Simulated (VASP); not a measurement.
# PC2 (P6_3/mmc) in VASP: a series of runs

PC2 is run at these levels: PBE; tasks: relaxation of cell and atoms, single point.

Everything below comes from runs of VASP 6.6.1. Logs are shortened: lines on timing, memory, paths and dates and some standing lists are left out, and cuts for length are marked.

## Step 1: The cell of the first run

The structure is hexagonal, space group P6_3/mmc (No. 194). The conventional cell has a = 2.847 Å, b = 2.847 Å, c = 7.041 Å, α = 90.00°, β = 90.00°, γ = 120.00°. Within 2.6 Å of P (site symmetry -3m) lie 6 C at 1.95 Å. Within 1.9 Å of C (site symmetry 3m) lie 1 C at 1.42 Å.

## Step 2: Relaxation of cell and atoms, PBE

Input file INCAR:

```
PREC = Accurate ; ENCUT = 600
EDIFF = 1E-6 ; ISMEAR = 0
SIGMA = 0.1 ; LREAL = F
LASPH = T ; NELM = 100
ALGO = Normal ; ISIF = 3
LWAVE = F ; LCHARG = F
GGA = PE ; IBRION = 2
NSW = 90 ; EDIFFG = -0.04
```

Input file KPOINTS:

```
Automatic mesh
0
Gamma
  6 6 4
```

Input file POSCAR:

```
PC2
1.0
    2.8465325622      0.0000000000      0.0000000000
   -1.4232662811      2.4651695116      0.0000000000
    0.0000000000      0.0000000000      7.0411027964
P C
2 4
Direct
    0.0000000000      0.0000000000      0.0000000000
    0.0000000000      0.0000000000      0.5000000000
    0.3333333333      0.6666666667      0.8504909349
    0.3333333333      0.6666666667      0.6495090651
    0.6666666667      0.3333333333      0.1495090651
    0.6666666667      0.3333333333      0.3504909349
```

Potentials or basis: VASP PAW PBE potentials, release 64 (P, C).

On the command line:

```bash
$ cat potpaw_PBE.64/P/POTCAR potpaw_PBE.64/C/POTCAR > POTCAR
$ mpirun -np 1 vasp_std > vasp.out
```

OUTCAR:

```text
PREC = Accurate
   ENCUT = 600
   EDIFF = 1E-6
   ISMEAR = 0
   LREAL = F
   LASPH = T
   NELM = 100
   ISIF = 3
   GGA = PE
   IBRION = 2
   NSW = 90
   EDIFFG = -0.04

 ion  position               nearest neighbor table
   1  0.000  0.000  0.000-   3 1.95   5 1.95   5 1.95   3 1.95   5 1.95   3 1.95
   2  0.000  0.000  0.500-   4 1.95   6 1.95   6 1.95   4 1.95   6 1.95   4 1.95
   3  0.333  0.667  0.850-   4 1.42   1 1.95   1 1.95   1 1.95
   4  0.333  0.667  0.650-   3 1.42   2 1.95   2 1.95   2 1.95
   5  0.667  0.333  0.150-   6 1.42   1 1.95   1 1.95   1 1.95
   6  0.667  0.333  0.350-   5 1.42   2 1.95   2 1.95   2 1.95

  LATTYP: Found a hexagonal cell.
 ALAT       =     2.8465325622
 C/A-ratio  =     2.4735718431

  Lattice vectors:

 A1 = (   2.8465325622,   0.0000000000,   0.0000000000)
 A2 = (  -1.4232662811,   2.4651695116,   0.0000000000)
 A3 = (   0.0000000000,   0.0000000000,   7.0411027964)

Analysis of symmetry for initial positions (statically):
=====================================================================
 Subroutine PRICEL returns:
 Original cell was already a primitive cell.

 Routine SETGRP: Setting up the symmetry group for a
 hexagonal supercell.

 Subroutine GETGRP returns: Found 24 space group operations
 (whereof 12 operations were pure point group operations)
 out of a pool of 24 trial point group operations.

The static configuration has the point symmetry D_3d.
 The point group associated with its full space group is D_6h.

Analysis of symmetry for dynamics (positions and initial velocities):
=====================================================================
 Subroutine PRICEL returns:
 Original cell was already a primitive cell.

 Routine SETGRP: Setting up the symmetry group for a
 hexagonal supercell.

 Subroutine GETGRP returns: Found 24 space group operations
 (whereof 12 operations were pure point group operations)
 out of a pool of 24 trial point group operations.

The dynamic configuration has the point symmetry D_3d.
 The point group associated with its full space group is D_6h.

 Subroutine INISYM returns: Found 24 space group operations
 (whereof 12 operations are pure point group operations),
 and found     1 'primitive' translations

----------------------------------------------------------------------------------------

                                     Primitive cell

  volume of cell :      49.4087
[... 82 lines left out ...]
   NGXF,Y,Z  is equivalent  to a cutoff of  28.03, 28.03, 26.44 a.u.
 SYSTEM =  unknown system
   PREC   = accura    normal or accurate (medium, high low for compatibility)
   ISTART =      0    job   : 0-new  1-cont  2-samecut
   ICHARG =      2    charge: 1-file 2-atom 10-const
   ISPIN  =      1    spin polarized calculation?
   LNONCOLLINEAR =      F non collinear calculations
   LSORBIT =      F    spin-orbit coupling
   LASPH  =      T    aspherical Exc in radial PAW
   ENCUT  =  600.0 eV  44.10 Ry    6.64 a.u.   5.69  5.69 14.06*2*pi/ulx,y,z
   NELM   =    100;   NELMIN=  2; NELMDL= -5     # of ELM steps
   EDIFF  = 0.1E-05   stopping-criterion for ELM
   LREAL  =      F    real-space projection
   EDIFFG = -.4E-01   stopping-criterion for IOM
   NSW    =     90    number of steps for IOM
   IBRION =      2    ionic relax: 0-MD 1-quasi-New 2-CG
   NFREE  =      1    steps in history (QN), initial steepest desc. (CG)
   ISIF   =      3    stress and relaxation
   ISYM   =      2    0-nonsym 1-usesym 2-fastsym
   POTIM  = 0.5000    time-step for ionic-motion
   TEBEG  =    0.0;   TEEND  =   0.0 temperature during run
   PSTRESS=    0.0 pullay stress
   NELECT =      26.0000    total number of electrons
   NUPDOWN=      -1.0000    fix difference up-down
   EMIN   =  10.00;   EMAX   =-10.00  energy-range for DOS
   EFERMI =   0.00;   METHOD = LEGACY
   ISMEAR =     0;   SIGMA  =   0.10  broadening in eV -4-tet -1-fermi 0-gaus
   EFERMI_NEDOS =   21; number of points for ismear=-14 and -15
   IALGO  =     38    algorithm
   IMIX   =      4    mixing-type and parameters
     AMIX     =   0.40;   BMIX     =  1.00
     AMIX_MAG =   1.60;   BMIX_MAG =  1.00
  volume/ion in A,a.u.               =       8.23        55.57
  Fermi-wavevector in a.u.,A,eV,Ry     =   1.321695  2.497642 23.767731  1.746879
  Thomas-Fermi vector in A             =   2.451431
   LORBIT       =      0    0 simple, 1 ext, 2 COOP (PROOUT), +10 PAW based schemes
   GGA     = PE    functional components
   LHFCALC =     F    Hartree Fock is set to
   AEXX    =    0.0000 exact exchange contribution
   IVDW    =     0    specifies the selected vdW correction
   LEPSILON=     F    determine dielectric tensor
   LRPA    =     F    only Hartree local field effects (RPA)
 conjugate gradient relaxation of ions
 non-spin polarized calculation
 Gauss-broadening in eV      SIGMA  =   0.10
  energy-cutoff  :      600.00
  volume of cell :       49.41
 maximum number of plane-waves:      1672
 NGX is ok and might be reduce to    24
   NGX = 11   NGY = 11   NGZ = 29

--------------------------------------- Ionic step        1  -------------------------------------------

 number of electron      25.9999998 magnetization

 Free energy of the ion-electron system (eV)
  ---------------------------------------------------
  ext. energy  EPLUGINS =         0.00000000
  ---------------------------------------------------
  free energy    TOTEN  =       -43.08376319 eV

  energy without entropy =      -43.07377788  energy(sigma->0) =      -43.07877053

------------------------ aborting loop because EDIFF is reached ----------------------------------------

  FORCE on cell =-STRESS in cart. coord.  units (eV):
  Direction    XX          YY          ZZ          XY          YZ          ZX
  --------------------------------------------------------------------------------------
  -------------------------------------------------------------------------------------
  Total        0.6356243      0.6356243     -1.1852614      0.0000000      0.0000000      0.0000000
  in kB       20.6113989     20.6113989    -38.4344870      0.0000000      0.0000000      0.0000000
  external PRESSURE =       0.9294369 kB  Pullay stress =       0.0000000 kB
[... 147 lines left out ...]
--------------------------------------- Ionic step        5  -------------------------------------------

 number of electron      25.9999998 magnetization

 Free energy of the ion-electron system (eV)
  ---------------------------------------------------
  ext. energy  EPLUGINS =         0.00000000
  ---------------------------------------------------
  free energy    TOTEN  =       -43.09147784 eV

  energy without entropy =      -43.08223803  energy(sigma->0) =      -43.08685793

 E-fermi :  10.2447     XC(G=0): -12.3321

 val. band max:       10.0318437277   @ k =   0.5000   0.0000   0.5000
 cond. band min:      10.2494586949   @ k =   0.1667   0.0000   0.0000
 fundamental gap:      0.2176149672
 Fermi energy:        10.2446770885

 k-point     1 :       0.0000    0.0000    0.0000
  band No.  band energies     occupation
      1      -9.4529      2.00000
      2      -7.6591      2.00000
      3      -6.0992      2.00000
      4      -0.4674      2.00000
      5       0.6974      2.00000
      6       6.5943      2.00000
[... 442 lines left out ...]
  FREE ENERGIE OF THE ION-ELECTRON SYSTEM (eV)
  ---------------------------------------------------
  free  energy   TOTEN  =       -43.0914778404 eV

  energy  without entropy=      -43.0822380281  energy(sigma->0) =      -43.08685793

 reached required accuracy - stopping structural energy minimisation
```

CONTCAR:

```text
PC2
   1.00000000000000
     2.8598564934144850    0.0000000000000000    0.0000000000000000
    -1.4299282467072425    2.4767083745105154    0.0000000000000000
     0.0000000000000000    0.0000000000000000    7.0008542461953285
  P               C
     2     4
Direct
     0.0000000000000000    0.0000000000000000    0.0000000000000000
     0.0000000000000000    0.0000000000000000    0.5000000000000000
     0.3333333332999970    0.6666666667000030    0.8510982162238477
     0.3333333332999970    0.6666666667000030    0.6489017837761523
     0.6666666667000030    0.3333333332999970    0.1489017837761523
     0.6666666667000030    0.3333333332999970    0.3510982162238478

  0.00000000E+00  0.00000000E+00  0.00000000E+00
  0.00000000E+00  0.00000000E+00  0.00000000E+00
  0.00000000E+00  0.00000000E+00  0.00000000E+00
  0.00000000E+00  0.00000000E+00  0.00000000E+00
  0.00000000E+00  0.00000000E+00  0.00000000E+00
  0.00000000E+00  0.00000000E+00  0.00000000E+00
```

Wall time 43 s (1 thread of Intel Xeon 6975P-C (Granite Rapids), shared host); peak memory 0.18 GiB.

What came out:

* Free energy: -43.0915 eV
* Relaxed volume: 8.26 Å³/atom
* Relaxed cell: a = 2.860 Å, b = 2.860 Å, c = 7.001 Å, α = 90.00°, β = 90.00°, γ = 120.00°
* Space group after relaxing (to 0.05 Å): P6_3/mmc (No. 194)
* Energy gained by relaxing: 1.3 meV/atom
* Ionic steps: 5
* Pressure after relaxing: 0.1 GPa
* Largest force after relaxing: 0.019 eV/Å
* Band gap on the k mesh: zero (band 13 reaches 11.24 eV, above the bottom of band 14 at 8.16 eV)

Forces on the atoms (eV/Å):
```
P    0.000  0.000  0.000
P    0.000  0.000  0.000
C    0.000  0.000  0.019
C    0.000  0.000 -0.019
C    0.000  0.000 -0.019
C    0.000  0.000  0.019
```

The path:
```csv
step,energy change (eV),largest force (eV/Å),pressure (GPa),volume (Å³)
1,0.0000,0.1613,0.09,49.41
2,-0.0050,0.1478,1.15,49.44
3,-0.0073,0.0358,0.77,49.43
4,-0.0075,0.0551,-0.35,49.69
5,-0.0077,0.0191,0.09,49.59
```

Final structure:
```
CELL_PARAMETERS angstrom
2.85986 0.00000 0.00000
-1.42993 2.47671 0.00000
0.00000 0.00000 7.00085
ATOMIC_POSITIONS crystal
P 0.00000 0.00000 0.00000
P 0.00000 0.00000 0.50000
C 0.33333 0.66667 0.85110
C 0.33333 0.66667 0.64890
C 0.66667 0.33333 0.14890
C 0.66667 0.33333 0.35110
```

Caveat: the k points lie up to 0.42 Å⁻¹ apart in the final cell.

(Part 1 of 2 ends here.)
